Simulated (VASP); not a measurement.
# Ir (I4/mmm) in VASP: further runs

Ir is run at these levels: PBEsol; tasks: single point.

All numbers are computed with VASP 6.6.1; they aren't measurements. Logs are shortened: lines on timing, memory, paths and dates and some standing lists are left out, and cuts for length are marked.

### 1 The cell of the first run

Symmetry: I4/mmm, No. 139, tetragonal system. The conventional cell has a = 2.488 Å, b = 2.488 Å, c = 4.573 Å, α = 90.00°, β = 90.00°, γ = 90.00°. Within 3.3 Å of Ir (site symmetry 4/mmm) lie 12 Ir at 2.49 to 2.88 Å.

### 2 Single point, PBEsol

INCAR reads:

```
SYSTEM = Ir
PREC = Accurate
ENCUT = 520
EDIFF = 1E-6
ISMEAR = 0
SIGMA = 0.15
LREAL = .FALSE.
LASPH = .TRUE.
NELM = 100
ALGO = Fast
ISIF = 2
LWAVE = .FALSE.
LCHARG = .FALSE.
GGA = PS
NBANDS = 10
```

KPOINTS reads:

```
regular mesh
0
G
  24 24 24
  0 0 0
```

POSCAR reads:

```
Ir
1.0
    0.0000000000      1.7589449499      2.2866284348
    1.7589449499      0.0000000000      2.2866284348
    1.7589449499      1.7589449499      0.0000000000
Ir
1
Direct
    0.0000000000      0.0000000000      0.0000000000
```

Potentials or basis: VASP PAW PBE potentials, release 64 (Ir).

On the command line:

```sh
cat potpaw_PBE.64/Ir/POTCAR > POTCAR
mpirun -np 1 vasp_std > vasp.out
```

OUTCAR:

```text
SYSTEM = Ir
   PREC = Accurate
   ENCUT = 520
   EDIFF = 1E-6
   ISMEAR = 0
   LREAL = .FALSE.
   LASPH = .TRUE.
   NELM = 100
   ISIF = 2
   GGA = PS

 ion  position               nearest neighbor table
   1  0.000  0.000  0.000-

  LATTYP: Found a body centered tetragonal cell.
 ALAT       =     2.4875238036
 C/A-ratio  =     1.8384776310

  Lattice vectors:

 A1 = (  -1.7589449499,   0.0000000000,   2.2866284348)
 A2 = (   1.7589449499,   0.0000000000,   2.2866284348)
 A3 = (   0.0000000000,   1.7589449499,  -2.2866284348)

Analysis of symmetry for initial positions (statically):
=====================================================================
 Subroutine PRICEL returns:
 Original cell was already a primitive cell.

 Routine SETGRP: Setting up the symmetry group for a
 body centered tetragonal supercell.

 Subroutine GETGRP returns: Found 16 space group operations
 (whereof 16 operations were pure point group operations)
 out of a pool of 16 trial point group operations.

The static configuration has the point symmetry D_4h.

Analysis of symmetry for dynamics (positions and initial velocities):
=====================================================================
 Subroutine PRICEL returns:
 Original cell was already a primitive cell.

 Routine SETGRP: Setting up the symmetry group for a
 body centered tetragonal supercell.

 Subroutine GETGRP returns: Found 16 space group operations
 (whereof 16 operations were pure point group operations)
 out of a pool of 16 trial point group operations.

The dynamic configuration has the point symmetry D_4h.

 Subroutine INISYM returns: Found 16 space group operations
 (whereof 16 operations are pure point group operations),
 and found     1 'primitive' translations

----------------------------------------------------------------------------------------

                                     Primitive cell

  volume of cell :      14.1491

  direct lattice vectors                    reciprocal lattice vectors
     0.000000000  1.758944950  2.286628435    -0.284261312  0.284261312  0.218662548
     1.758944950  0.000000000  2.286628435     0.284261312 -0.284261312  0.218662548
     1.758944950  1.758944950  0.000000000     0.284261312  0.284261312 -0.218662548

  length of vectors
     2.884884215  2.884884215  2.487523804     0.457626810  0.457626810  0.457626810

  position of ions in fractional coordinates (direct lattice)
     0.000000000  0.000000000  0.000000000

  ion indices of the primitive-cell ions
   primitive index   ion index
                 1           1

----------------------------------------------------------------------------------------

 KPOINTS: regular mesh

Automatic generation of k-mesh.
 Grid dimensions read from file:
 generate k-points for:   24   24   24

 Generating k-lattice:

  Cartesian coordinates                     Fractional coordinates (reciprocal lattice)
    -0.011844221  0.011844221  0.009110940     0.041666667  0.000000000  0.000000000
     0.011844221 -0.011844221  0.009110940     0.000000000  0.041666667  0.000000000
     0.011844221  0.011844221 -0.009110940     0.000000000  0.000000000  0.041666667

  Length of vectors
     0.019067784  0.019067784  0.019067784

  Shift w.r.t. Gamma in fractional coordinates (k-lattice)
     0.000000000  0.000000000  0.000000000

 Subroutine IBZKPT returns following result:
 ===========================================

 Found   1063 irreducible k-points:

 Following reciprocal coordinates:
            Coordinates               Weight
  0.000000  0.000000  0.000000      1.000000
  0.041667 -0.000000  0.000000      8.000000
  0.083333  0.000000  0.000000      8.000000
  0.125000 -0.000000  0.000000      8.000000
  0.166667  0.000000  0.000000      8.000000
  0.208333 -0.000000  0.000000      8.000000
[... 16 lines left out ...]
  0.416667  0.041667  0.000000      8.000000
  0.458333  0.041667  0.000000      8.000000
 [... further k-points ...]
   k-points           NKPTS =   1063   k-points in BZ     NKDIM =   1063   number of bands    NBANDS=     10
   number of dos      NEDOS =    301   number of ions     NIONS =      1
   total plane-waves  NPLWV =  11520
   dimension x,y,z NGX =    24 NGY =   24 NGZ =   20
   dimension x,y,z NGXF=    48 NGYF=   48 NGZF=   40
   ions per type =               1
   NGX,Y,Z   is equivalent  to a cutoff of  13.83, 13.83, 13.37 a.u.
   NGXF,Y,Z  is equivalent  to a cutoff of  27.66, 27.66, 26.73 a.u.
 SYSTEM =  Ir
   PREC   = accura    normal or accurate (medium, high low for compatibility)
   ISTART =      0    job   : 0-new  1-cont  2-samecut
   ICHARG =      2    charge: 1-file 2-atom 10-const
   ISPIN  =      1    spin polarized calculation?
   LNONCOLLINEAR =      F non collinear calculations
   LSORBIT =      F    spin-orbit coupling
   LASPH  =      T    aspherical Exc in radial PAW
   ENCUT  =  520.0 eV  38.22 Ry    6.18 a.u.   5.36  5.36  4.63*2*pi/ulx,y,z
   NELM   =    100;   NELMIN=  2; NELMDL= -5     # of ELM steps
   EDIFF  = 0.1E-05   stopping-criterion for ELM
   LREAL  =      F    real-space projection
   EDIFFG = 0.1E-04   stopping-criterion for IOM
   NSW    =      0    number of steps for IOM
   IBRION =     -1    ionic relax: 0-MD 1-quasi-New 2-CG
   NFREE  =      0    steps in history (QN), initial steepest desc. (CG)
   ISIF   =      2    stress and relaxation
   ISYM   =      2    0-nonsym 1-usesym 2-fastsym
   POTIM  = 0.5000    time-step for ionic-motion
   TEBEG  =    0.0;   TEEND  =   0.0 temperature during run
   PSTRESS=    0.0 pullay stress
   NELECT =       9.0000    total number of electrons
   NUPDOWN=      -1.0000    fix difference up-down
   EMIN   =  10.00;   EMAX   =-10.00  energy-range for DOS
   EFERMI =   0.00;   METHOD = LEGACY
   ISMEAR =     0;   SIGMA  =   0.15  broadening in eV -4-tet -1-fermi 0-gaus
   EFERMI_NEDOS =   21; number of points for ismear=-14 and -15
   IALGO  =     68    algorithm
   IMIX   =      4    mixing-type and parameters
     AMIX     =   0.40;   BMIX     =  1.00
     AMIX_MAG =   1.60;   BMIX_MAG =  1.00
  volume/ion in A,a.u.               =      14.15        95.48
  Fermi-wavevector in a.u.,A,eV,Ry     =   1.407923  2.660589 26.970118  1.982248
  Thomas-Fermi vector in A             =   2.530133
   LORBIT       =      0    0 simple, 1 ext, 2 COOP (PROOUT), +10 PAW based schemes
   GGA     = PS    functional components
   LHFCALC =     F    Hartree Fock is set to
   AEXX    =    0.0000 exact exchange contribution
   IVDW    =     0    specifies the selected vdW correction
   LEPSILON=     F    determine dielectric tensor
   LRPA    =     F    only Hartree local field effects (RPA)
 non-spin polarized calculation
 RMM-DIIS sequential band-by-band and
 Gauss-broadening in eV      SIGMA  =   0.15
  energy-cutoff  :      520.00
  volume of cell :       14.15
 maximum number of plane-waves:       413
 NGX is ok and might be reduce to    24

 number of electron       9.0000000 magnetization

 Free energy of the ion-electron system (eV)
  ---------------------------------------------------
  ext. energy  EPLUGINS =         0.00000000
  ---------------------------------------------------
  free energy    TOTEN  =        -9.12105815 eV

  energy without entropy =       -9.10728841  energy(sigma->0) =       -9.11417328

 E-fermi :  10.1509     XC(G=0): -14.0661

 val. band max:       10.1474984346   @ k =  -0.2500   0.3750   0.2500
 cond. band min:      10.1533210019   @ k =   0.2083  -0.0000   0.0000
 fundamental gap:      0.0058225672
 Fermi energy:        10.1509372082

 k-point     1 :       0.0000    0.0000    0.0000
  band No.  band energies     occupation
      1      -0.9067      2.00000
      2       4.0830      2.00000
      3       6.3158      2.00000
      4       8.0947      2.00000
      5       8.0947      2.00000
      6      11.2224      0.00000
      7      25.6361      0.00000
      8      25.7208      0.00000
      9      32.8380      0.00000
     10      32.8380      0.00000

 k-point     2 :       0.0417   -0.0000    0.0000
  band No.  band energies     occupation
      1      -0.8261      2.00000
      2       4.1258      2.00000
      3       6.3343      2.00000
      4       8.0221      2.00000
      5       8.1242      2.00000
      6      11.1621      0.00000
      7      25.7152      0.00000
      8      25.8761      0.00000
      9      32.2256      0.00000
     10      32.9875      0.00000

 k-point     3 :       0.0833    0.0000    0.0000
  band No.  band energies     occupation
      1      -0.5894      2.00000
      2       4.2486      2.00000
      3       6.3831      2.00000
      4       7.8347      2.00000
      5       8.2104      2.00000
      6      10.9904      0.00000
      7      25.8774      0.00000
      8      26.3648      0.00000
      9      31.0498      0.00000
     10      33.4213      0.00000

 k-point     4 :       0.1250   -0.0000    0.0000
  band No.  band energies     occupation
      1      -0.2129      2.00000
      2       4.4360      2.00000
      3       6.4216      2.00000
      4       7.6367      2.00000
      5       8.3444      2.00000
      6      10.7339      0.00000
      7      26.0732      0.00000
      8      27.0283      0.00000
      9      29.9082      0.00000
     10      34.0930      0.00000

 k-point     5 :       0.1667    0.0000    0.0000
  band No.  band energies     occupation
      1       0.2730      2.00000
      2       4.6661      2.00000
      3       6.3422      2.00000
      4       7.6219      2.00000
      5       8.5081      2.00000
      6      10.4345      0.00751
      7      26.1554      0.00000
      8      27.3195      0.00000
      9      29.3963      0.00000
     10      33.6645      0.00000

 k-point     6 :       0.2083   -0.0000    0.0000
  band No.  band energies     occupation
      1       0.8198      2.00000
      2       4.9123      2.00000
      3       6.1278      2.00000
      4       7.9062      2.00000
      5       8.6625      2.00000
      6      10.1533      0.98207
      7      25.7749      0.00000
      8      26.7842      0.00000
      9      29.9604      0.00000
     10      32.8372      0.00000
[... 183 lines left out ...]
 k-point    21 :       0.3333    0.0417    0.0000
  band No.  band energies     occupation
      1       1.9746      2.00000
      2       4.9290      2.00000
      3       6.4504      2.00000
      4       8.6473      2.00000
      5       9.4051      2.00000
      6      10.2752      0.24128
      7      22.6203      0.00000
      8      24.6419      0.00000
      9      32.4894      0.00000
     10      33.2244      0.00000

 k-point    22 :       0.3750    0.0417    0.0000
  band No.  band energies     occupation
      1       2.1839      2.00000
      2       4.8019      2.00000
      3       7.2599      2.00000
      4       8.4430      2.00000
      5      10.0378      1.71369
      6      10.4238      0.01010
      7      21.1253      0.00000
      8      23.9400      0.00000
      9      32.3936      0.00000
     10      33.8262      0.00000

 k-point    23 :       0.4167    0.0417    0.0000
  band No.  band energies     occupation
      1       2.2709      2.00000
      2       4.7154      2.00000
      3       8.1789      2.00000
      4       8.2407      2.00000
      5      10.5778      0.00006
      6      10.6252      0.00001
      7      19.8245      0.00000
      8      23.3291      0.00000
      9      31.6267      0.00000
     10      33.3748      0.00000

 k-point    24 :       0.4583    0.0417    0.0000
  band No.  band energies     occupation
      1       2.2915      2.00000
      2       4.6773      2.00000
      3       8.0803      2.00000
      4       8.9986      2.00000
      5      10.6874      0.00000
      6      11.1002      0.00000
      7      18.8586      0.00000
      8      22.8567      0.00000
      9      30.7883      0.00000
     10      33.0795      0.00000

 [... further k-points ...]
[... 5 lines left out ...]
  --------------------------------------------------------------------------------------
  -------------------------------------------------------------------------------------
  Total        3.9149596      3.9149596     -3.2185676      0.0000000      0.0000000      0.0000000
  in kB      443.3102541    443.3102541   -364.4543458      0.0000000      0.0000000      0.0000000
  external PRESSURE =     174.0553875 kB  Pullay stress =       0.0000000 kB

 VOLUME and BASIS-vectors are now :
 -----------------------------------------------------------------------------
  energy-cutoff  :      520.00
  volume of cell :       14.15
      direct lattice vectors                 reciprocal lattice vectors
     0.000000000  1.758944950  2.286628435    -0.284261312  0.284261312  0.218662548
     1.758944950  0.000000000  2.286628435     0.284261312 -0.284261312  0.218662548
     1.758944950  1.758944950  0.000000000     0.284261312  0.284261312 -0.218662548

 POSITION                                       TOTAL-FORCE (eV/Angst)
 -----------------------------------------------------------------------------------
      0.00000      0.00000      0.00000         0.000000      0.000000      0.000000
 -----------------------------------------------------------------------------------
    total drift:                               -0.000000     -0.000000      0.000000

  FREE ENERGIE OF THE ION-ELECTRON SYSTEM (eV)
  ---------------------------------------------------
  free  energy   TOTEN  =        -9.1210581540 eV

  energy  without entropy=       -9.1072884116  energy(sigma->0) =       -9.11417328
```

It took 2.9 min on 1 thread of AMD EPYC 9R45 (Zen 5), shared host; peak memory 0.24 GiB.

Results:

| Property | Result |
| --- | --- |
| Free energy | -9.1211 eV |
| Pressure | 17.4 GPa |

Caveat: the PAW data sets were made with another functional, which shifts forces and pressure a little; spin-orbit coupling is left out, which moves the levels of the heavy elements.

### 3 Single point, PBEsol

This run uses another cell than the first one, of the same volume but with other edges.

INCAR reads:

```
SYSTEM = Ir
PREC     = Accurate       ! precision mode
ENCUT    = 520            ! plane-wave cutoff, eV
EDIFF    = 1E-6           ! SCF threshold, eV
ISMEAR   = 0              ! smearing method
SIGMA    = 0.15           ! smearing width, eV
LREAL    = .FALSE.        ! projectors in reciprocal space
LASPH    = .TRUE.         ! aspherical terms in the spheres
NELM     = 100            ! most SCF steps
ALGO     = Fast           ! electronic algorithm
ISIF     = 2              ! what is computed and relaxed
LWAVE    = .FALSE.        ! write WAVECAR
LCHARG   = .FALSE.        ! write CHGCAR
GGA      = PS             ! functional
NBANDS   = 10             ! bands
```

KPOINTS reads:

```
Automatic mesh
0
G
  24 24 24
  0 0 0
```

POSCAR reads:

```
Ir
1.0
    0.0000000000      1.9738042925      1.8158999491
    1.9738042925      0.0000000000      1.8158999491
    1.9738042925      1.9738042925      0.0000000000
Ir
1
Direct
    0.0000000000      0.0000000000      0.0000000000
```

Potentials or basis: VASP PAW PBE potentials, release 64 (Ir).

On the command line:

```sh
cat potpaw_PBE.64/Ir/POTCAR > POTCAR
mpirun -np 1 vasp_std > vasp.out
```

Run time: 3.5 min. Hardware: 1 thread of AMD EPYC 9R45 (Zen 5), shared host; peak memory 0.24 GiB.

It converged, with:

| Property | Result |
| --- | --- |
| Free energy | -9.7496 eV |
| Pressure | -0.6 GPa |

Stress tensor (GPa, compression positive):
```
-10.31   0.00   0.00
  0.00 -10.31   0.00
  0.00   0.00  18.87
```

Levels at points of the mesh, in eV from the Fermi level:
| k point | band 2 | band 3 | band 4 | band 5 | band 6 | band 7 |
| --- | --- | --- | --- | --- | --- | --- |
| (0.00, 0.00, 0.00) | -4.17 | -4.17 | -3.15 | -1.90 | -0.55 | 14.46 |
| (0.50, 0.00, 0.00) | -4.55 | -3.35 | -0.78 | 0.58 | 1.25 | 7.31 |
| (0.50, 0.50, 0.00) | -7.43 | 0.86 | 1.54 | 1.54 | 2.91 | 10.68 |
| (0.50, 0.00, 0.50) | -7.25 | 0.82 | 0.95 | 1.09 | 1.92 | 9.78 |

Caveat: the PAW data sets were made with another functional, which shifts forces and pressure a little; spin-orbit coupling is left out, which moves the levels of the heavy elements.

### 4 Single point, PBEsol

This run uses another cell than the first one, of the same volume but with other edges.

INCAR reads:

```
SYSTEM = Ir
ALGO = Fast
EDIFF = 1E-7
ENCUT = 520
GGA = PS
ISIF = 2
ISMEAR = 0
LASPH = .TRUE.
LCHARG = .FALSE.
LREAL = .FALSE.
LWAVE = .FALSE.
NBANDS = 10
NELM = 100
PREC = Accurate
SIGMA = 0.15
```

KPOINTS reads:

```
k-points
0
G
  24 24 24
  0 0 0
```

POSCAR reads:

```
Ir
1.0
    0.0000000000      1.8596696490      2.0456366139
    1.8596696490      0.0000000000      2.0456366139
    1.8596696490      1.8596696490      0.0000000000
Ir
1
Direct
    0.0000000000      0.0000000000      0.0000000000
```

On the command line:

```sh
cat potpaw_PBE.64/Ir/POTCAR > POTCAR
mpirun -np 1 vasp_std > vasp.out
```

It took 6 min on 1 thread of AMD EPYC 9R45 (Zen 5), shared host; peak memory 0.24 GiB.

Results (log left out):

| Quantity | Value |
| --- | --- |
| Free energy | -9.7198 eV |
| Pressure | 0.7 GPa |

Stress tensor (GPa, compression positive):
```
 12.94   0.00   0.00
  0.00  12.94   0.00
  0.00   0.00 -23.87
```

Levels at points of the mesh, in eV from the Fermi level:
| k point | band 2 | band 3 | band 4 | band 5 | band 6 | band 7 |
| --- | --- | --- | --- | --- | --- | --- |
| (0.00, 0.00, 0.00) | -4.71 | -3.38 | -3.38 | -2.10 | -0.35 | 14.49 |
| (0.50, 0.00, 0.00) | -4.60 | -3.31 | -0.77 | 0.62 | 1.19 | 7.35 |
| (0.50, 0.50, 0.00) | -7.32 | 0.41 | 1.06 | 1.40 | 1.40 | 8.79 |
| (0.50, 0.00, 0.50) | -7.30 | 0.71 | 0.81 | 2.20 | 2.37 | 10.68 |

Caveat: the PAW data sets were made with another functional, which shifts forces and pressure a little; spin-orbit coupling is left out, which moves the levels of the heavy elements.

[end of part 1 of 2]
